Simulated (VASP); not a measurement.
# Ta3N (P-3m1) in VASP: further runs

Runs on Ta3N. Level: PBE. Tasks: single point.

Program: VASP 6.6.1. These are calculated values, not measurements. Logs are shortened: lines on timing, memory, paths and dates and some standing lists are left out, and cuts for length are marked.

**1. The cell of the first run**

It takes space group P-3m1 (No. 164, trigonal). The conventional cell has a = 3.032 Å, b = 3.032 Å, c = 7.524 Å, α = 90.00°, β = 90.00°, γ = 120.00°. Within 4.0 Å of Ta (site symmetry -3m) lie 12 Ta at 3.01 to 3.03 Å and 2 N at 3.76 Å. Within 3.2 Å of Ta (site symmetry 3m) lie 3 N at 2.19 Å and 12 Ta at 3.01 to 3.15 Å. Within 2.9 Å of N (site symmetry -3m) lie 6 Ta at 2.19 Å.

**2. Single point, PBE**

The input, INCAR:

```
SYSTEM = Ta3N
PREC = Accurate
ENCUT = 600
EDIFF = 1E-6
ISMEAR = 1
SIGMA = 0.3
LREAL = .FALSE.
LASPH = .TRUE.
NELM = 120
ALGO = Normal
ISIF = 2
LWAVE = .FALSE.
LCHARG = .TRUE.
GGA = PE
LELF = .TRUE.
LVHAR = .TRUE.
NBANDS = 27
GGA_COMPAT = .FALSE.
```

The input, KPOINTS:

```
regular mesh
0
G
  10 10 4
  0 0 0
```

The input, POSCAR:

```
Ta3N
1.0
    3.0322240000      0.0000000000      0.0000000000
   -1.5161120000      2.6259830140      0.0000000000
    0.0000000000      0.0000000000      7.5241370000
Ta N
3 1
Direct
    0.0000000000      0.0000000000      0.5000000000
    0.3333333333      0.6666666667      0.1739300000
    0.6666666667      0.3333333333      0.8260700000
    0.0000000000      0.0000000000      0.0000000000
```

Potentials or basis: VASP PAW PBE potentials, release 64 (Ta_pv, N).

Started as:

```sh
cat potpaw_PBE.64/Ta_pv/POTCAR potpaw_PBE.64/N/POTCAR > POTCAR
mpirun -np 1 vasp_std > vasp.out
```

OUTCAR:

```text
SYSTEM = Ta3N
   PREC = Accurate
   ENCUT = 600
   EDIFF = 1E-6
   ISMEAR = 1
   LREAL = .FALSE.
   LASPH = .TRUE.
   NELM = 120
   ISIF = 2
   GGA = PE

 ion  position               nearest neighbor table
   1  0.000  0.000  0.500-   2 3.01   3 3.01   3 3.01   2 3.01   3 3.01   2 3.01
   2  0.333  0.667  0.174-   4 2.19   4 2.19   4 2.19   1 3.01   1 3.01   1 3.01   3 3.15   3 3.15
                             3 3.15
   3  0.667  0.333  0.826-   4 2.19   4 2.19   4 2.19   1 3.01   1 3.01   1 3.01   2 3.15   2 3.15
                             2 3.15
   4  0.000  0.000  0.000-   2 2.19   3 2.19   3 2.19   2 2.19   3 2.19   2 2.19

  LATTYP: Found a hexagonal cell.
 ALAT       =     3.0322240000
 C/A-ratio  =     2.4813922059

  Lattice vectors:

 A1 = (   3.0322240000,   0.0000000000,   0.0000000000)
 A2 = (  -1.5161120000,   2.6259830140,   0.0000000000)
 A3 = (   0.0000000000,   0.0000000000,   7.5241370000)

Analysis of symmetry for initial positions (statically):
=====================================================================
 Subroutine PRICEL returns:
 Original cell was already a primitive cell.

 Routine SETGRP: Setting up the symmetry group for a
 hexagonal supercell.

 Subroutine GETGRP returns: Found 12 space group operations
 (whereof 12 operations were pure point group operations)
 out of a pool of 24 trial point group operations.

The static configuration has the point symmetry D_3d.

Analysis of symmetry for dynamics (positions and initial velocities):
=====================================================================
 Subroutine PRICEL returns:
 Original cell was already a primitive cell.

 Routine SETGRP: Setting up the symmetry group for a
 hexagonal supercell.

 Subroutine GETGRP returns: Found 12 space group operations
 (whereof 12 operations were pure point group operations)
 out of a pool of 24 trial point group operations.

The dynamic configuration has the point symmetry D_3d.

 Subroutine INISYM returns: Found 12 space group operations
 (whereof 12 operations are pure point group operations),
 and found     1 'primitive' translations

----------------------------------------------------------------------------------------

                                     Primitive cell

  volume of cell :      59.9115

  direct lattice vectors                    reciprocal lattice vectors
     3.032224000  0.000000000  0.000000000     0.329790939  0.190404887  0.000000000
    -1.516112000  2.625983014  0.000000000     0.000000000  0.380809775  0.000000000
[... 91 lines left out ...]
   EDIFFG = 0.1E-04   stopping-criterion for IOM
   NSW    =      0    number of steps for IOM
   IBRION =     -1    ionic relax: 0-MD 1-quasi-New 2-CG
   NFREE  =      0    steps in history (QN), initial steepest desc. (CG)
   ISIF   =      2    stress and relaxation
   ISYM   =      2    0-nonsym 1-usesym 2-fastsym
   POTIM  = 0.5000    time-step for ionic-motion
   TEBEG  =    0.0;   TEEND  =   0.0 temperature during run
   PSTRESS=    0.0 pullay stress
   NELECT =      38.0000    total number of electrons
   NUPDOWN=      -1.0000    fix difference up-down
   EMIN   =  10.00;   EMAX   =-10.00  energy-range for DOS
   EFERMI =   0.00;   METHOD = LEGACY
   ISMEAR =     1;   SIGMA  =   0.30  broadening in eV -4-tet -1-fermi 0-gaus
   EFERMI_NEDOS =   21; number of points for ismear=-14 and -15
   IALGO  =     38    algorithm
   IMIX   =      4    mixing-type and parameters
     AMIX     =   0.40;   BMIX     =  1.00
     AMIX_MAG =   1.60;   BMIX_MAG =  1.00
  volume/ion in A,a.u.               =      14.98       101.08
  Fermi-wavevector in a.u.,A,eV,Ry     =   1.406585  2.658061 26.918884  1.978482
  Thomas-Fermi vector in A             =   2.528931
   LORBIT       =      0    0 simple, 1 ext, 2 COOP (PROOUT), +10 PAW based schemes
   GGA     = PE    functional components
   LHFCALC =     F    Hartree Fock is set to
   AEXX    =    0.0000 exact exchange contribution
   IVDW    =     0    specifies the selected vdW correction
   LEPSILON=     F    determine dielectric tensor
   LRPA    =     F    only Hartree local field effects (RPA)
 non-spin polarized calculation
 Methfessel and Paxton  Order N= 1 SIGMA  =   0.30
  energy-cutoff  :      600.00
  volume of cell :       59.91
 maximum number of plane-waves:      2028
   NGX = 13   NGY = 13   NGZ = 31

 number of electron      37.9999999 magnetization

 Free energy of the ion-electron system (eV)
  ---------------------------------------------------
  ext. energy  EPLUGINS =         0.00000000
  ---------------------------------------------------
  free energy    TOTEN  =       -45.61808726 eV

  energy without entropy =      -45.61421703  energy(sigma->0) =      -45.61679718

 E-fermi :   6.6401     XC(G=0): -12.6870

 val. band max:        6.6240470507   @ k =   0.2000   0.0000   0.0000
 cond. band min:       6.6456995977   @ k =   0.2000   0.2000   0.0000
 fundamental gap:      0.0216525470
 Fermi energy:         6.6401010784

 k-point     1 :       0.0000    0.0000    0.0000
  band No.  band energies     occupation
      1     -28.5401      2.00000
      2     -28.2521      2.00000
      3     -27.9226      2.00000
      4     -27.9226      2.00000
      5     -27.8936      2.00000
      6     -27.8936      2.00000
[... 709 lines left out ...]
     26      11.4892     -0.00000
     27      12.2370     -0.00000

 [... further k-points ...]

------------------------ aborting loop because EDIFF is reached ----------------------------------------

  FORCE on cell =-STRESS in cart. coord.  units (eV):
  Direction    XX          YY          ZZ          XY          YZ          ZX
  --------------------------------------------------------------------------------------
  -------------------------------------------------------------------------------------
  Total       -0.3068911     -0.3068911      0.0338883      0.0000000      0.0000000      0.0000000
  in kB       -8.2070098     -8.2070098      0.9062556      0.0000000      0.0000000      0.0000000
  external PRESSURE =      -5.1692547 kB  Pullay stress =       0.0000000 kB

 VOLUME and BASIS-vectors are now :
 -----------------------------------------------------------------------------
  energy-cutoff  :      600.00
  volume of cell :       59.91
      direct lattice vectors                 reciprocal lattice vectors
     3.032224000  0.000000000  0.000000000     0.329790939  0.190404887  0.000000000
    -1.516112000  2.625983014  0.000000000     0.000000000  0.380809775  0.000000000
     0.000000000  0.000000000  7.524137000     0.000000000  0.000000000  0.132905608

 POSITION                                       TOTAL-FORCE (eV/Angst)
 -----------------------------------------------------------------------------------
      0.00000      0.00000      3.76207         0.000000      0.000000      0.000000
     -0.00000      1.75066      1.30867        -0.000000      0.000000     -0.099109
      1.51611      0.87533      6.21546        -0.000000      0.000000      0.099109
      0.00000      0.00000      0.00000         0.000000      0.000000      0.000000
 -----------------------------------------------------------------------------------
    total drift:                                0.000000     -0.000000      0.000000

  FREE ENERGIE OF THE ION-ELECTRON SYSTEM (eV)
  ---------------------------------------------------
  free  energy   TOTEN  =       -45.6180872562 eV

  energy  without entropy=      -45.6142170313  energy(sigma->0) =      -45.61679718
```

OSZICAR:

```text
N       E                     dE             d eps       ncg     rms          rms(c)
DAV:   1     0.357219261583E+03    0.35722E+03   -0.23014E+04  2700   0.164E+03
DAV:   2    -0.322528200942E+02   -0.38947E+03   -0.38076E+03  3033   0.454E+02
DAV:   3    -0.492301742786E+02   -0.16977E+02   -0.16620E+02  3448   0.874E+01
DAV:   4    -0.495303416787E+02   -0.30017E+00   -0.29840E+00  3418   0.110E+01
DAV:   5    -0.495341726985E+02   -0.38310E-02   -0.38239E-02  3515   0.113E+00    0.287E+01
DAV:   6    -0.460879850027E+02    0.34462E+01   -0.15894E+01  3606   0.240E+01    0.134E+01
DAV:   7    -0.456925886259E+02    0.39540E+00   -0.20303E+00  3498   0.886E+00    0.606E+00
DAV:   8    -0.456604354819E+02    0.32153E-01   -0.78313E-01  3623   0.472E+00    0.124E+00
DAV:   9    -0.456218188520E+02    0.38617E-01   -0.38390E-01  3445   0.372E+00    0.588E-01
DAV:  10    -0.456183545804E+02    0.34643E-02   -0.30652E-02  3555   0.926E-01    0.215E-01
DAV:  11    -0.456180931643E+02    0.26142E-03   -0.27790E-03  3683   0.351E-01    0.618E-02
DAV:  12    -0.456180899581E+02    0.32062E-05   -0.21382E-04  3371   0.102E-01    0.267E-02
DAV:  13    -0.456180880166E+02    0.19416E-05   -0.21075E-05  3473   0.258E-02    0.809E-03
DAV:  14    -0.456180872562E+02    0.76034E-06   -0.29276E-06  2404   0.103E-02
   1 F= -.45618087E+02 E0= -.45616797E+02  d E =-.387022E-02
```

stdout:

```text
POSCAR found type information on POSCAR TaN
 POSCAR found :  2 types and       4 ions
 scaLAPACK will be used
 LDA part: xc-table for (Slater+PW92), standard interpolation
 POSCAR, INCAR and KPOINTS ok, starting setup
 FFT: planning ... GRIDC
 FFT: planning ... GRID_SOFT
 FFT: planning ... GRID
 WAVECAR not read
 entering main loop
```

Run time: 1.9 min. Hardware: 1 thread of AMD EPYC 7R43 (Zen 3), shared host; peak memory 0.19 GiB.

Results:

* Free energy: -45.6181 eV
* Pressure: -0.5 GPa
* Largest force: 0.099 eV/Å
* Band gap on the k mesh: zero (bands 19 and 20 overlap by 0.65 eV)

Forces in eV/Å, atoms in the order of the input:
```
Ta   0.000  0.000  0.000
Ta   0.000  0.000 -0.099
Ta   0.000  0.000  0.099
N    0.000  0.000  0.000
```

Caveat: so wide a smearing shifts energies and pressures; spin-orbit coupling is left out, which moves the levels of the heavy elements.

**3. Single point, PBE**

The input, INCAR:

```
ALGO = Normal ; EDIFF = 1E-6
ENCUT = 600 ; GGA = PE
GGA_COMPAT = F ; ISIF = 2
ISMEAR = 1 ; LASPH = T
LCHARG = F ; LREAL = F
LWAVE = F ; NBANDS = 27
NELM = 120 ; PREC = Accurate
SIGMA = 0.2
```

The input, KPOINTS:

```
k-points
0
Gamma
  10 10 4
```

POSCAR is that of step 2.

Potentials or basis: VASP PAW PBE potentials, release 64 (Ta_pv, N).

Started as:

```sh
cat potpaw_PBE.64/Ta_pv/POTCAR potpaw_PBE.64/N/POTCAR > POTCAR
mpirun -np 1 vasp_std > vasp.out
```

Run time: 2.5 min. Hardware: 1 thread of AMD EPYC 7R43 (Zen 3), shared host; peak memory 0.2 GiB.

Results (log left out):

```yaml
Free_energy: -45.6174 eV
Pressure: -0.5 GPa
Largest_force: 0.100 eV/Å
Band_gap_on_the_k_mesh: zero (bands 19 and 20 overlap by 0.65 eV)
```

Forces on the atoms (eV/Å):
```
Ta   0.000  0.000  0.000
Ta   0.000  0.000 -0.100
Ta   0.000  0.000  0.100
N    0.000  0.000  0.000
```

Stress tensor (GPa, compression positive):
```
-0.75  0.00  0.00
 0.00 -0.75  0.00
 0.00  0.00 -0.04
```

Levels at points of the mesh, in eV from the Fermi level:
| k point | band 16 | band 17 | band 18 | band 19 | band 20 | band 21 | band 22 | band 23 |
| --- | --- | --- | --- | --- | --- | --- | --- | --- |
| (0.00, 0.00, 0.00) | -1.40 | -0.47 | -0.47 | -0.31 | 0.27 | 0.27 | 0.93 | 1.85 |
| (0.50, 0.00, 0.00) | -3.12 | -1.19 | -0.51 | 0.17 | 0.69 | 0.86 | 3.48 | 4.01 |
| (0.00, 0.00, 0.50) | -1.25 | -1.13 | -0.25 | -0.25 | 0.54 | 0.54 | 1.21 | 1.27 |
| (0.50, 0.00, 0.50) | -2.91 | -1.34 | -1.25 | 0.15 | 0.94 | 1.24 | 2.41 | 4.38 |

Caveat: spin-orbit coupling is left out, which moves the levels of the heavy elements.

**4. Single point, PBE**

The input, INCAR:

```
  ALGO = Normal
  EDIFF = 1E-6
  ENCUT = 600
  GGA = PE
  GGA_COMPAT = F
  ISIF = 2
  ISMEAR = 1
  LASPH = T
  LCHARG = T
  LELF = T
  LREAL = F
  LVHAR = T
  LWAVE = F
  NBANDS = 27
  NELM = 120
  PREC = Accurate
  SIGMA = 0.1
```

KPOINTS is that of step 3.

POSCAR is that of step 3.

Potentials or basis: VASP PAW PBE potentials, release 64 (Ta_pv, N).

Started as:

```sh
cat potpaw_PBE.64/Ta_pv/POTCAR potpaw_PBE.64/N/POTCAR > POTCAR
mpirun -np 1 vasp_std > vasp.out
```

OUTCAR:

```text
EDIFF = 1E-6
   ENCUT = 600
   GGA = PE
   ISIF = 2
   ISMEAR = 1
   LASPH = T
   LREAL = F
   NELM = 120
   PREC = Accurate

 ion  position               nearest neighbor table
   1  0.000  0.000  0.500-   2 3.01   3 3.01   3 3.01   2 3.01   3 3.01   2 3.01
   2  0.333  0.667  0.174-   4 2.19   4 2.19   4 2.19   1 3.01   1 3.01   1 3.01   3 3.15   3 3.15
                             3 3.15
[... 924 lines left out ...]
  Direction    XX          YY          ZZ          XY          YZ          ZX
  --------------------------------------------------------------------------------------
  -------------------------------------------------------------------------------------
  Total       -0.2828166     -0.2828166      0.0455849     -0.0000000      0.0000000      0.0000000
  in kB       -7.5632010     -7.5632010      1.2190510     -0.0000000      0.0000000      0.0000000
  external PRESSURE =      -4.6357837 kB  Pullay stress =       0.0000000 kB

 VOLUME and BASIS-vectors are now :
 -----------------------------------------------------------------------------
  energy-cutoff  :      600.00
  volume of cell :       59.91
      direct lattice vectors                 reciprocal lattice vectors
     3.032224000  0.000000000  0.000000000     0.329790939  0.190404887  0.000000000
    -1.516112000  2.625983014  0.000000000     0.000000000  0.380809775  0.000000000
     0.000000000  0.000000000  7.524137000     0.000000000  0.000000000  0.132905608

 POSITION                                       TOTAL-FORCE (eV/Angst)
 -----------------------------------------------------------------------------------
      0.00000      0.00000      3.76207        -0.000000      0.000000      0.000000
     -0.00000      1.75066      1.30867         0.000000      0.000000     -0.088478
      1.51611      0.87533      6.21546         0.000000     -0.000000      0.088478
      0.00000      0.00000      0.00000        -0.000000      0.000000      0.000000
 -----------------------------------------------------------------------------------
    total drift:                                0.000000     -0.000000      0.000000

  FREE ENERGIE OF THE ION-ELECTRON SYSTEM (eV)
  ---------------------------------------------------
  free  energy   TOTEN  =       -45.6184040551 eV

  energy  without entropy=      -45.6193329018  energy(sigma->0) =      -45.61871367
```

Wall time 2.1 min (1 thread of AMD EPYC 7R43 (Zen 3), shared host); peak memory 0.19 GiB.

What came out:

```yaml
Free_energy: -45.6184 eV
Pressure: -0.5 GPa
Largest_force: 0.088 eV/Å
Band_gap_on_the_k_mesh: zero (bands 19 and 20 overlap by 0.65 eV)
```

Forces on the atoms (eV/Å):
```
Ta   0.000  0.000  0.000
Ta   0.000  0.000 -0.088
Ta   0.000  0.000  0.088
N    0.000  0.000  0.000
```

Caveat: spin-orbit coupling is left out, which moves the levels of the heavy elements.

**5. Single point, PBE**

The input, INCAR:

```
PREC = Accurate
ENCUT = 600
EDIFF = 1E-6
ISMEAR = 1
SIGMA = 0.05
LREAL = False
LASPH = True
NELM = 120
ALGO = Normal
ISIF = 2
LWAVE = False
LCHARG = False
GGA = PE
NBANDS = 27
GGA_COMPAT = False
```

The input, KPOINTS:

```
regular mesh
0
Gamma
  10 10 4
```

POSCAR is that of step 4.

Started as:

```sh
cat potpaw_PBE.64/Ta_pv/POTCAR potpaw_PBE.64/N/POTCAR > POTCAR
mpirun -np 1 vasp_std > vasp.out
```

It took 2.2 min on 1 thread of AMD EPYC 7R43 (Zen 3), shared host; peak memory 0.2 GiB.

Results (log left out):

```yaml
Free_energy: -45.6183 eV
Pressure: -0.4 GPa
Largest_force: 0.062 eV/Å
Band_gap_on_the_k_mesh: zero (bands 19 and 20 overlap by 0.65 eV)
```

Forces in eV/Å, atoms in the order of the input:
```
Ta   0.000  0.000  0.000
Ta   0.000  0.000 -0.062
Ta   0.000  0.000  0.062
N    0.000  0.000  0.000
```

Stress tensor (GPa, compression positive):
```
-0.81  0.00  0.00
 0.00 -0.81  0.00
 0.00  0.00  0.36
```

Levels at points of the mesh, in eV from the Fermi level:
```
           k point  band 16  band 17  band 18  band 19  band 20  band 21  band 22  band 23
(0.00, 0.00, 0.00)    -1.42    -0.49    -0.49    -0.33     0.25     0.25     0.91     1.83
(0.50, 0.00, 0.00)    -3.14    -1.20    -0.53     0.15     0.67     0.85     3.46     3.99
(0.00, 0.00, 0.50)    -1.28    -1.15    -0.27    -0.27     0.51     0.51     1.19     1.25
(0.50, 0.00, 0.50)    -2.93    -1.36    -1.27     0.13     0.91     1.22     2.39     4.36
```

Caveat: spin-orbit coupling is left out, which moves the levels of the heavy elements.

**6. Overview**

```csv
smearing,gap on the mesh (eV),pressure (GPa),largest force (eV/Å)
methfessel-paxton 0.3 eV,none,-0.5,0.10
methfessel-paxton 0.2 eV,none,-0.5,0.10
methfessel-paxton 0.1 eV,none,-0.5,0.09
methfessel-paxton 0.05 eV,none,-0.4,0.06
```

Alike in all rows: task single point; level PBE; potentials or basis VASP PAW PBE potentials, release 64 (Ta_pv, N); no spin polarisation; cell as given; k mesh 10 × 10 × 4; cutoff (eV) 600.

Caveats: spin-orbit coupling is left out, which moves the levels of the heavy elements; so wide a smearing shifts energies and pressures (at least some runs).

Total energies depend on the potentials used, so only differences within one code and one set of settings carry meaning.
